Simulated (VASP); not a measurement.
# ZnS (F-43m) in VASP: further runs

The runs below take ZnS through single point, relaxation of cell and atoms, with PBEsol.

All numbers are computed with VASP 6.6.1; they aren't measurements. Logs are shortened: lines on timing, memory, paths and dates and some standing lists are left out, and cuts for length are marked.

### 1 The cell of the first run

Symmetry: F-43m, No. 216, cubic system. Conventional cell: a = 5.356 Å, b = 5.356 Å, c = 5.356 Å, α = 90.00°, β = 90.00°, γ = 90.00°. Within 3.1 Å of Zn (site symmetry -43m) lie 4 S at 2.32 Å. S (site symmetry -43m) has 4 Zn at 2.32 Å within 3.1 Å.

### 2 Single point, PBEsol

INCAR

```
SYSTEM = ZnS
PREC = Accurate
ENCUT = 520
EDIFF = 1E-7
ISMEAR = 0
SIGMA = 0.02
LREAL = .FALSE.
LASPH = .TRUE.
NELM = 80
ALGO = Normal
ISIF = 2
LWAVE = .FALSE.
LCHARG = .FALSE.
GGA = PS
NBANDS = 16
```

KPOINTS

```
regular mesh
0
G
  10 10 10
  0 0 0
```

POSCAR

```
ZnS
1.0
    0.0000000000      2.6780455349      2.6780455349
    2.6780455349      0.0000000000      2.6780455349
    2.6780455349      2.6780455349      0.0000000000
Zn S
1 1
Direct
    0.0000000000      0.0000000000      0.0000000000
    0.2500000000      0.2500000000      0.2500000000
```

Potentials or basis: VASP PAW PBE potentials, release 64 (Zn, S).

Run with:

```bash
$ cat potpaw_PBE.64/Zn/POTCAR potpaw_PBE.64/S/POTCAR > POTCAR
$ mpirun -np 1 vasp_std > vasp.out
```

OUTCAR:

```text
SYSTEM = ZnS
   PREC = Accurate
   ENCUT = 520
   EDIFF = 1E-7
   ISMEAR = 0
   LREAL = .FALSE.
   LASPH = .TRUE.
   NELM = 80
   ISIF = 2
   GGA = PS

 ion  position               nearest neighbor table
   1  0.000  0.000  0.000-   2 2.32   2 2.32   2 2.32   2 2.32
   2  0.250  0.250  0.250-   1 2.32   1 2.32   1 2.32   1 2.32

  LATTYP: Found a face centered cubic cell.
 ALAT       =     5.3560910698

  Lattice vectors:

 A1 = (   0.0000000000,   2.6780455349,   2.6780455349)
 A2 = (   2.6780455349,   0.0000000000,   2.6780455349)
 A3 = (   2.6780455349,   2.6780455349,   0.0000000000)

Analysis of symmetry for initial positions (statically):
=====================================================================
 Subroutine PRICEL returns:
 Original cell was already a primitive cell.

 Routine SETGRP: Setting up the symmetry group for a
 face centered cubic supercell.

 Subroutine GETGRP returns: Found 24 space group operations
 (whereof 24 operations were pure point group operations)
 out of a pool of 48 trial point group operations.

The static configuration has the point symmetry T_d .

Analysis of symmetry for dynamics (positions and initial velocities):
=====================================================================
 Subroutine PRICEL returns:
 Original cell was already a primitive cell.

 Routine SETGRP: Setting up the symmetry group for a
 face centered cubic supercell.

 Subroutine GETGRP returns: Found 24 space group operations
 (whereof 24 operations were pure point group operations)
 out of a pool of 48 trial point group operations.

The dynamic configuration has the point symmetry T_d .

 Subroutine INISYM returns: Found 24 space group operations
 (whereof 24 operations are pure point group operations),
 and found     1 'primitive' translations

----------------------------------------------------------------------------------------

                                     Primitive cell

  volume of cell :      38.4135

  direct lattice vectors                    reciprocal lattice vectors
     0.000000000  2.678045535  2.678045535    -0.186703323  0.186703323  0.186703323
     2.678045535  0.000000000  2.678045535     0.186703323 -0.186703323  0.186703323
     2.678045535  2.678045535  0.000000000     0.186703323  0.186703323 -0.186703323

  length of vectors
     3.787328316  3.787328316  3.787328316     0.323379641  0.323379641  0.323379641

  position of ions in fractional coordinates (direct lattice)
     0.000000000  0.000000000  0.000000000
     0.250000000  0.250000000  0.250000000

  ion indices of the primitive-cell ions
   primitive index   ion index
                 1           1
                 2           2

----------------------------------------------------------------------------------------

 KPOINTS: regular mesh

Automatic generation of k-mesh.
 Grid dimensions read from file:
 generate k-points for:   10   10   10

 Generating k-lattice:

  Cartesian coordinates                     Fractional coordinates (reciprocal lattice)
    -0.018670332  0.018670332  0.018670332     0.100000000  0.000000000  0.000000000
     0.018670332 -0.018670332  0.018670332     0.000000000  0.100000000  0.000000000
     0.018670332  0.018670332 -0.018670332     0.000000000  0.000000000  0.100000000

  Length of vectors
     0.032337964  0.032337964  0.032337964

  Shift w.r.t. Gamma in fractional coordinates (k-lattice)
     0.000000000  0.000000000  0.000000000

 Subroutine IBZKPT returns following result:
 ===========================================

 Found     47 irreducible k-points:

 Following reciprocal coordinates:
            Coordinates               Weight
  0.000000  0.000000  0.000000      1.000000
  0.100000  0.000000  0.000000      8.000000
  0.200000  0.000000  0.000000      8.000000
  0.300000  0.000000  0.000000      8.000000
  0.400000  0.000000  0.000000      8.000000
  0.500000  0.000000  0.000000      4.000000
[... 16 lines left out ...]
  0.300000  0.300000  0.000000      6.000000
  0.400000  0.300000  0.000000     24.000000
 [... further k-points ...]
   k-points           NKPTS =     47   k-points in BZ     NKDIM =     47   number of bands    NBANDS=     16
   number of dos      NEDOS =    301   number of ions     NIONS =      2
   total plane-waves  NPLWV =  21952
   dimension x,y,z NGX =    28 NGY =   28 NGZ =   28
   dimension x,y,z NGXF=    56 NGYF=   56 NGZF=   56
   ions per type =               1   1
   NGX,Y,Z   is equivalent  to a cutoff of  12.29, 12.29, 12.29 a.u.
   NGXF,Y,Z  is equivalent  to a cutoff of  24.58, 24.58, 24.58 a.u.
 SYSTEM =  ZnS
   PREC   = accura    normal or accurate (medium, high low for compatibility)
   ISTART =      0    job   : 0-new  1-cont  2-samecut
   ICHARG =      2    charge: 1-file 2-atom 10-const
   ISPIN  =      1    spin polarized calculation?
   LNONCOLLINEAR =      F non collinear calculations
   LSORBIT =      F    spin-orbit coupling
   LASPH  =      T    aspherical Exc in radial PAW
   ENCUT  =  520.0 eV  38.22 Ry    6.18 a.u.   7.04  7.04  7.04*2*pi/ulx,y,z
   NELM   =     80;   NELMIN=  2; NELMDL= -5     # of ELM steps
   EDIFF  = 0.1E-06   stopping-criterion for ELM
   LREAL  =      F    real-space projection
   EDIFFG = 0.1E-05   stopping-criterion for IOM
   NSW    =      0    number of steps for IOM
   IBRION =     -1    ionic relax: 0-MD 1-quasi-New 2-CG
   NFREE  =      0    steps in history (QN), initial steepest desc. (CG)
   ISIF   =      2    stress and relaxation
   ISYM   =      2    0-nonsym 1-usesym 2-fastsym
   POTIM  = 0.5000    time-step for ionic-motion
   TEBEG  =    0.0;   TEEND  =   0.0 temperature during run
   PSTRESS=    0.0 pullay stress
   NELECT =      18.0000    total number of electrons
   NUPDOWN=      -1.0000    fix difference up-down
   EMIN   =  10.00;   EMAX   =-10.00  energy-range for DOS
   EFERMI =   0.00;   METHOD = LEGACY
   ISMEAR =     0;   SIGMA  =   0.02  broadening in eV -4-tet -1-fermi 0-gaus
   EFERMI_NEDOS =   21; number of points for ismear=-14 and -15
   IALGO  =     38    algorithm
   IMIX   =      4    mixing-type and parameters
     AMIX     =   0.40;   BMIX     =  1.00
     AMIX_MAG =   1.60;   BMIX_MAG =  1.00
  volume/ion in A,a.u.               =      19.21       129.61
  Fermi-wavevector in a.u.,A,eV,Ry     =   1.271562  2.402905 21.998868  1.616871
  Thomas-Fermi vector in A             =   2.404489
   LORBIT       =      0    0 simple, 1 ext, 2 COOP (PROOUT), +10 PAW based schemes
   GGA     = PS    functional components
   LHFCALC =     F    Hartree Fock is set to
   AEXX    =    0.0000 exact exchange contribution
   IVDW    =     0    specifies the selected vdW correction
   LEPSILON=     F    determine dielectric tensor
   LRPA    =     F    only Hartree local field effects (RPA)
 non-spin polarized calculation
 Gauss-broadening in eV      SIGMA  =   0.02
  energy-cutoff  :      520.00
  volume of cell :       38.41
 maximum number of plane-waves:      1056
   NGX = 15   NGY = 15   NGZ = 15

 number of electron      18.0000016 magnetization

 Free energy of the ion-electron system (eV)
  ---------------------------------------------------
  ext. energy  EPLUGINS =         0.00000000
  ---------------------------------------------------
  free energy    TOTEN  =        -7.58891343 eV

  energy without entropy =       -7.58891343  energy(sigma->0) =       -7.58891343

 E-fermi :   2.4123     XC(G=0):  -9.9757

 val. band max:        2.2663479911   @ k =   0.0000   0.0000   0.0000
 cond. band min:       4.3602683625   @ k =   0.0000   0.0000   0.0000
 fundamental gap:      2.0939203714
 Fermi energy:         2.4122865032

 k-point     1 :       0.0000    0.0000    0.0000
  band No.  band energies     occupation
      1     -11.0799      2.00000
      2      -4.2171      2.00000
      3      -4.2171      2.00000
      4      -4.2171      2.00000
      5      -3.6858      2.00000
      6      -3.6858      2.00000
[... 8 lines left out ...]
     15      14.0336      0.00000
     16      14.0556      0.00000

 k-point     2 :       0.1000    0.0000    0.0000
  band No.  band energies     occupation
      1     -10.9995      2.00000
      2      -4.2199      2.00000
      3      -4.2024      2.00000
      4      -4.2024      2.00000
      5      -3.6872      2.00000
      6      -3.6872      2.00000
[... 8 lines left out ...]
     15      13.5542      0.00000
     16      14.6540      0.00000

 k-point     3 :       0.2000    0.0000    0.0000
  band No.  band energies     occupation
      1     -10.7772      2.00000
      2      -4.2092      2.00000
      3      -4.1663      2.00000
      4      -4.1663      2.00000
      5      -3.6875      2.00000
      6      -3.6875      2.00000
[... 8 lines left out ...]
     15      13.1115      0.00000
     16      14.6478      0.00000

 k-point     4 :       0.3000    0.0000    0.0000
  band No.  band energies     occupation
      1     -10.4735      2.00000
      2      -4.1296      2.00000
      3      -4.1278      2.00000
      4      -4.1278      2.00000
      5      -3.6786      2.00000
      6      -3.6786      2.00000
[... 8 lines left out ...]
     15      13.4966      0.00000
     16      14.0709      0.00000

 k-point     5 :       0.4000    0.0000    0.0000
  band No.  band energies     occupation
      1     -10.1979      2.00000
      2      -4.1034      2.00000
      3      -4.1034      2.00000
      4      -3.8930      2.00000
      5      -3.6621      2.00000
      6      -3.6621      2.00000
[... 8 lines left out ...]
     15      14.6805      0.00000
     16      14.6805      0.00000

 k-point     6 :       0.5000    0.0000    0.0000
  band No.  band energies     occupation
      1     -10.0838      2.00000
      2      -4.0959      2.00000
      3      -4.0959      2.00000
      4      -3.6532      2.00000
      5      -3.6532      2.00000
      6      -3.4805      2.00000
[... 8 lines left out ...]
     15      15.7246      0.00000
     16      15.7246      0.00000

 k-point     7 :       0.1000    0.1000    0.0000
  band No.  band energies     occupation
      1     -10.9728      2.00000
      2      -4.2342      2.00000
      3      -4.1906      2.00000
      4      -4.1906      2.00000
      5      -3.6980      2.00000
      6      -3.6780      2.00000
[... 8 lines left out ...]
     15      14.1655      0.00000
     16      14.9537      0.00000

 k-point     8 :       0.2000    0.1000    0.0000
  band No.  band energies     occupation
      1     -10.7975      2.00000
      2      -4.2394      2.00000
      3      -4.1564      2.00000
      4      -4.1545      2.00000
      5      -3.7072      2.00000
      6      -3.6710      2.00000
[... 8 lines left out ...]
     15      14.0119      0.00000
     16      15.6677      0.00000

 k-point     9 :       0.3000    0.1000    0.0000
  band No.  band energies     occupation
      1     -10.5192      2.00000
      2      -4.1989      2.00000
      3      -4.1126      2.00000
      4      -4.1083      2.00000
      5      -3.7028      2.00000
      6      -3.6619      2.00000
[... 8 lines left out ...]
     15      14.1971      0.00000
     16      15.0965      0.00000
[... 172 lines left out ...]
 k-point    19 :       0.5000    0.2000    0.0000
  band No.  band energies     occupation
      1      -9.9801      2.00000
      2      -4.1201      2.00000
      3      -4.0150      2.00000
      4      -3.8401      2.00000
      5      -3.6444      2.00000
      6      -3.5263      2.00000
[... 8 lines left out ...]
     15      15.7942      0.00000
     16      16.8110      0.00000

 k-point    20 :      -0.4000    0.2000    0.0000
  band No.  band energies     occupation
      1      -9.9538      2.00000
      2      -4.0980      2.00000
      3      -4.0244      2.00000
      4      -3.7490      2.00000
      5      -3.6692      2.00000
      6      -3.4737      2.00000
[... 8 lines left out ...]
     15      14.2837      0.00000
     16      16.6317      0.00000

 k-point    21 :      -0.3000    0.2000    0.0000
  band No.  band energies     occupation
      1     -10.1115      2.00000
      2      -4.0929      2.00000
      3      -4.0549      2.00000
      4      -3.9300      2.00000
      5      -3.6977      2.00000
      6      -3.6219      2.00000
[... 8 lines left out ...]
     15      15.4835      0.00000
     16      16.7601      0.00000

 k-point    22 :      -0.2000    0.2000    0.0000
  band No.  band energies     occupation
      1     -10.3707      2.00000
      2      -4.1278      2.00000
      3      -4.1012      2.00000
      4      -4.0956      2.00000
      5      -3.7100      2.00000
      6      -3.6455      2.00000
[... 8 lines left out ...]
     15      15.1690      0.00000
     16      16.8737      0.00000

 k-point    23 :       0.3000    0.3000    0.0000
  band No.  band energies     occupation
      1     -10.2700      2.00000
      2      -4.2952      2.00000
      3      -4.0047      2.00000
      4      -4.0047      2.00000
      5      -3.7227      2.00000
      6      -3.6323      2.00000
[... 8 lines left out ...]
     15      15.1269      0.00000
     16      18.9612      0.00000

 k-point    24 :       0.4000    0.3000    0.0000
  band No.  band energies     occupation
      1     -10.0523      2.00000
      2      -4.2634      2.00000
      3      -3.9567      2.00000
      4      -3.9488      2.00000
      5      -3.6657      2.00000
      6      -3.6240      2.00000
[... 8 lines left out ...]
     15      15.6888      0.00000
     16      18.2084      0.00000

 [... further k-points ...]
[... 5 lines left out ...]
  --------------------------------------------------------------------------------------
  -------------------------------------------------------------------------------------
  Total        0.0531301      0.0531301      0.0531301     -0.0000000     -0.0000000      0.0000000
  in kB        2.2159887      2.2159887      2.2159887     -0.0000000     -0.0000000      0.0000000
  external PRESSURE =       2.2159887 kB  Pullay stress =       0.0000000 kB

 VOLUME and BASIS-vectors are now :
 -----------------------------------------------------------------------------
  energy-cutoff  :      520.00
  volume of cell :       38.41
      direct lattice vectors                 reciprocal lattice vectors
     0.000000000  2.678045535  2.678045535    -0.186703323  0.186703323  0.186703323
     2.678045535  0.000000000  2.678045535     0.186703323 -0.186703323  0.186703323
     2.678045535  2.678045535  0.000000000     0.186703323  0.186703323 -0.186703323

 POSITION                                       TOTAL-FORCE (eV/Angst)
 -----------------------------------------------------------------------------------
      0.00000      0.00000      0.00000         0.000000     -0.000000     -0.000000
      1.33902      1.33902      1.33902        -0.000000      0.000000      0.000000
 -----------------------------------------------------------------------------------
    total drift:                                0.000002      0.000002      0.000002

  FREE ENERGIE OF THE ION-ELECTRON SYSTEM (eV)
  ---------------------------------------------------
  free  energy   TOTEN  =        -7.5889134271 eV

  energy  without entropy=       -7.5889134271  energy(sigma->0) =       -7.58891343
```

Wall time 21 s (1 thread of Intel Xeon Platinum 8259CL at 2.50GHz (Skylake/Cascade Lake), shared host); peak memory 0.16 GiB.

What came out:

| Property | Result |
| --- | --- |
| Free energy | -7.5889 eV |
| Pressure | 0.2 GPa |
| Band gap on the k mesh | 2.09 eV, direct |

Levels at points of the mesh, in eV from the valence-band top:
| k point | band 5 | band 6 | band 7 | band 8 | band 9 | band 10 | band 11 | band 12 | band 13 | band 14 |
| --- | --- | --- | --- | --- | --- | --- | --- | --- | --- | --- |
| (0.00, 0.00, 0.00) | -5.95 | -5.95 | 0.00 | 0.00 | 0.00 | 2.09 | 6.29 | 6.29 | 6.29 | 11.77 |
| (0.50, 0.00, 0.00) | -5.92 | -5.75 | -5.54 | -0.92 | -0.92 | 3.25 | 6.82 | 6.82 | 8.80 | 12.08 |
| (0.50, 0.50, 0.00) | -5.87 | -5.73 | -4.71 | -2.35 | -2.35 | 3.18 | 3.96 | 11.02 | 12.06 | 12.06 |

Caveat: the PAW data sets were made with another functional, which shifts forces and pressure a little.

### 3 Relaxation of cell and atoms, PBEsol

This run uses another cell than the first one, of 19.55 Å³/atom, 1.018 times its volume.

INCAR

```
ALGO = Normal ; EDIFF = 1E-6
EDIFFG = -0.005 ; ENCUT = 600
GGA = PS ; IBRION = 2
ISIF = 3 ; ISMEAR = 0
LASPH = True ; LCHARG = False
LREAL = False ; LWAVE = False
NELM = 100 ; NSW = 100
PREC = Accurate ; SIGMA = 0.02
```

KPOINTS

```
k-points
0
Gamma
  10 10 10
```

POSCAR

```
ZnS
1.0
    0.0000000000      2.6936828773      2.6936828773
    2.6936828773      0.0000000000      2.6936828773
    2.6936828773      2.6936828773      0.0000000000
Zn S
1 1
Direct
    0.0000000000      0.0000000000      0.0000000000
    0.2500000000      0.2500000000      0.2500000000
```

Potentials or basis: VASP PAW PBE potentials, release 64 (Zn, S).

Run with:

```bash
$ cat potpaw_PBE.64/Zn/POTCAR potpaw_PBE.64/S/POTCAR > POTCAR
$ mpirun -np 1 vasp_std > vasp.out
```

Wall time 55 s (1 thread of Intel Xeon Platinum 8259CL at 2.50GHz (Skylake/Cascade Lake), shared host); peak memory 0.19 GiB.

Results (log left out):

| Quantity | Value |
| --- | --- |
| Free energy | -7.5893 eV |
| Relaxed volume | 19.27 Å³/atom |
| Relaxed cell | a = 3.791 Å, b = 3.791 Å, c = 3.791 Å, α = 60.00°, β = 60.00°, γ = 60.00° |
| Space group after relaxing (to 0.05 Å) | F-43m (No. 216) |
| Energy gained by relaxing | 1.0 meV/atom |
| Ionic steps | 4 |
| Pressure after relaxing | 0.0 GPa |
| Band gap on the k mesh | 2.08 eV, direct |

Step by step:
```tsv
step	energy change (eV)	largest force (eV/Å)	pressure (GPa)	volume (Å³)
1	0.0000	0.0000	-1.08	39.09
2	-0.0019	0.0000	0.36	38.35
3	-0.0020	0.0000	0.05	38.51
4	-0.0020	0.0000	-0.04	38.54
```

Final structure:
```
Zn S
1.0
     0.00000    2.68087    2.68087
     2.68087    0.00000    2.68087
     2.68087    2.68087    0.00000
Zn S
1 1
Direct
  0.00000 0.00000 0.00000
  0.25000 0.25000 0.25000
```

Levels at points of the mesh, in eV from the valence-band top:
```
           k point  band 7  band 8  band 9  band 10  band 11  band 12
(0.00, 0.00, 0.00)    0.00    0.00    0.00     2.08     6.29     6.29
(0.50, 0.00, 0.00)   -5.52   -0.91   -0.91     3.24     6.82     6.82
(0.50, 0.50, 0.00)   -4.70   -2.34   -2.34     3.19     3.96    11.00
```

Caveat: the PAW data sets were made with another functional, which shifts forces and pressure a little. PBEsol gaps usually lie below the measured ones, often by a third to a half.

### 4 Single point, PBEsol

INCAR

```
SYSTEM = ZnS
PREC = Accurate
ENCUT = 520
EDIFF = 1E-7
ISMEAR = 0
SIGMA = 0.02
LREAL = .FALSE.
LASPH = .TRUE.
NELM = 80
ALGO = Normal
ISIF = 2
LWAVE = .FALSE.
LCHARG = .FALSE.
GGA = PS
NBANDS = 16
```

KPOINTS

```
regular mesh
0
G
  10 10 10
  0 0 0
```

POSCAR

```
ZnS
1.0
    0.0000000000      2.6780454202      2.6780454202
    2.6780454202      0.0000000000      2.6780454202
    2.6780454202      2.6780454202      0.0000000000
Zn S
1 1
Direct
    0.0000000000      0.0000000000      0.0000000000
    0.2500000000      0.2500000000      0.2500000000
```

Run with:

```bash
$ cat potpaw_PBE.64/Zn/POTCAR potpaw_PBE.64/S/POTCAR > POTCAR
$ mpirun -np 1 vasp_std > vasp.out
```

It took 24 s on 1 thread of Intel Xeon 6975P-C, shared host; peak memory 0.17 GiB.

It converged, with:

* Free energy: -7.5889 eV
* Pressure: 0.2 GPa
* Band gap on the k mesh: 2.09 eV, direct

Levels at points of the mesh, in eV from the valence-band top:
```
           k point  band 6  band 7  band 8  band 9  band 10  band 11  band 12  band 13
(0.00, 0.00, 0.00)   -5.95    0.00    0.00    0.00     2.09     6.29     6.29     6.29
(0.50, 0.00, 0.00)   -5.75   -5.54   -0.92   -0.92     3.25     6.82     6.82     8.80
(0.50, 0.50, 0.00)   -5.73   -4.71   -2.35   -2.35     3.18     3.96    11.02    12.06
```

Caveat: the PAW data sets were made with another functional, which shifts forces and pressure a little.
